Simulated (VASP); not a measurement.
Write the native input for VASP 6.6.1 that does the following.

```yaml
Task: electric field gradients
Functional: PBEsol
Potentials_or_basis: VASP PAW PBE potentials, release 64 (Co, Si)
Cutoff: 520 eV
k_mesh: 8 × 8 × 8
Occupations: fermi-dirac, width 0.15 eV
Spin: no spin polarisation
Dipole_correction: no
Further_INCAR_settings: ALGO = Normal; EDIFF = 1e-08; NBANDS = 36
```

The structure of CoSi lies in POSCAR:

```
CoSi
1.0
    4.3878958441      0.0000000000      0.0000000000
    0.0000000000      4.3878958441      0.0000000000
    0.0000000000      0.0000000000      4.3878958441
Co Si
4 4
Direct
    0.1453757200      0.1453757200      0.1453757200
    0.3546242800      0.8546242800      0.6453757200
    0.6453757200      0.3546242800      0.8546242800
    0.8546242800      0.6453757200      0.3546242800
    0.8432734664      0.8432734664      0.8432734664
    0.6567265336      0.1567265336      0.3432734664
    0.3432734664      0.6567265336      0.1567265336
    0.1567265336      0.3432734664      0.6567265336
```

These files were run (other wordings do the same):

INCAR

```
PREC     = Accurate       # precision mode
ENCUT    = 520            # plane-wave cutoff, eV
EDIFF    = 1E-8           # SCF threshold, eV
ISMEAR   = -1             # smearing method
SIGMA    = 0.15           # smearing width, eV
LREAL    = False          # projectors in reciprocal space
LASPH    = True           # aspherical terms in the spheres
NELM     = 80             # most SCF steps
ALGO     = Normal         # electronic algorithm
ISIF     = 2              # what is computed and relaxed
LWAVE    = False          # write WAVECAR
LCHARG   = False          # write CHGCAR
GGA      = PS             # functional
LEFG     = True         
NBANDS   = 36             # bands
```

KPOINTS

```
Automatic mesh
0
Gamma
  8 8 8
```

Potentials or basis: VASP PAW PBE potentials, release 64 (Co, Si).

Run with:

```bash
$ cat potpaw_PBE.64/Co/POTCAR potpaw_PBE.64/Si/POTCAR > POTCAR
$ mpirun -np 1 vasp_std > vasp.out
```

It gave:

* Pressure: 0.2 GPa
* Largest force: 0.009 eV/Å
* Band gap on the k mesh: zero (bands 26 and 27 overlap by 0.22 eV)
* Largest electric field gradient by atom: Co -0.8; Si -24.6 V/Å²

Caveat: without QUAD_EFG the Cq values of the log hold for a quadrupole moment of 1 mb, not for the nuclei; the PAW data sets were made with another functional, which shifts forces and pressure a little; the run has no spin polarisation, though such a crystal can be magnetic.

Run time: 63 s on 1 thread of Intel(R) Xeon(R) 6975P-C (Granite Rapids), on a shared host, peak memory 0.26 GiB.
